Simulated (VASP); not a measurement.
A run of VASP 6.6.1 is set up as follows.

Contents of INCAR:

```
SYSTEM = P
ALGO = Normal
EDIFF = 1E-7
EDIFFG = -0.01
ENCUT = 600
IBRION = 2
ISIF = 3
ISMEAR = 0
LASPH = .TRUE.
LCHARG = .FALSE.
LREAL = .FALSE.
LWAVE = .FALSE.
NELM = 80
NSW = 80
PREC = Accurate
SIGMA = 0.05
```

The input KPOINTS:

```
k-points
0
G
  12 12 12
  0 0 0
```

POSCAR

```
P
1.0
    1.5400000000      1.5400000000      1.5400000000
   -1.5400000000      1.5400000000      1.5400000000
   -1.5400000000     -1.5400000000      1.5400000000
P
1
Direct
    0.0000000000      0.0000000000      0.0000000000
```

Potentials or basis: VASP PAW LDA potentials, release 64 (P).

The run is started by

```console
$ cat potpaw_LDA.64/P/POTCAR > POTCAR
$ mpirun -np 1 vasp_std > vasp.out
```

(1) Estimate the space group after relaxing (to 0.1 Å).

(2) What does it give for the relaxed cell?

Answers

(1) Im-3m (No. 229).

(2) a = 2.608 Å, b = 2.608 Å, c = 2.608 Å, α = 70.53°, β = 109.47°, γ = 70.53°.
